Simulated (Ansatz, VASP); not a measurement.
**Two plane-wave programs on BiRu**

Contents of INCAR:

```
SYSTEM = BiRu
PREC = Accurate
ENCUT = 520
EDIFF = 1E-7
ISMEAR = -1
SIGMA = 0.08
LREAL = .FALSE.
LASPH = .TRUE.
NELM = 60
ALGO = Normal
ISIF = 2
LWAVE = .FALSE.
LCHARG = .FALSE.
NBANDS = 22
```

File KPOINTS:

```
regular mesh
0
G
  13 13 13
  0 0 0
```

Contents of POSCAR:

```
BiRu
1.0
    0.0000000000      2.7125416663      2.7125416663
    2.7125416663      0.0000000000      2.7125416663
    2.7125416663      2.7125416663      0.0000000000
Ru Bi
1 1
Direct
    0.0000000000      0.0000000000      0.0000000000
    0.5000000000      0.5000000000      0.5000000000
```

Input for Ansatz:

```yaml
crystal:
  lattice:
    - [0.0, 2.7125416663, 2.7125416663]
    - [2.7125416663, 0.0, 2.7125416663]
    - [2.7125416663, 2.7125416663, 0.0]
  atoms:
    - { symbol: Ru, position: [0.0, 0.0, 0.0] }
    - { symbol: Bi, position: [0.5, 0.5, 0.5] }
kpoints:
  mp_grid: { grid: [13, 13, 13] }
  band_path:
    path:
      - [0.0, 0.0, 0.0]
      - [0.5, 0.0, 0.5]
      - [0.625, 0.25, 0.625]
      - [0.375, 0.375, 0.75]
      - [0.0, 0.0, 0.0]
      - [0.5, 0.5, 0.5]
      - [0.5, 0.25, 0.75]
      - [0.5, 0.0, 0.5]
    npoints: 8
scf:
  occupations: { method: fermi_dirac, width: 0.08 }
hamiltonian:
  xc: lda
  pseudopotentials: { kind: paw }
output:
  forces: true
  stress: true
  eigenvalues: true
  populations: true
  dos: { projected: true, de: 0.2, e_range: [-14, 8] }
```

Change from the starting cell: volume scaled by 1, PAW files.

Alike in both runs: task single point; functional LDA; k mesh 13 × 13 × 13; occupations fermi-dirac, width 0.08 eV; no spin polarisation.

|  | VASP | Ansatz |
| --- | --- | --- |
| version | VASP 6.6.1 | Ansatz 0.2.0 |
| potentials or method | VASP PAW LDA potentials, release 64 (Ru_pv, Bi_d) | PAW with Ansatz's default frozen-core files, scalar-relativistic |
| plane-wave cutoff (eV) | 520 | 420 |
| valence electrons in the cell | 29 | 31 |

```tsv
	VASP	Ansatz	Ansatz less VASP
pressure (GPa)	0.4	0.0	-0.40
```

LDA's correlation is that of Perdew and Zunger in VASP and of Perdew and Wang (1992) in Ansatz. VASP's potentials hold 29 valence electrons a cell and Ansatz's 31, so a difference there can come from the potentials and not from the codes.

Spin-orbit coupling is off throughout.
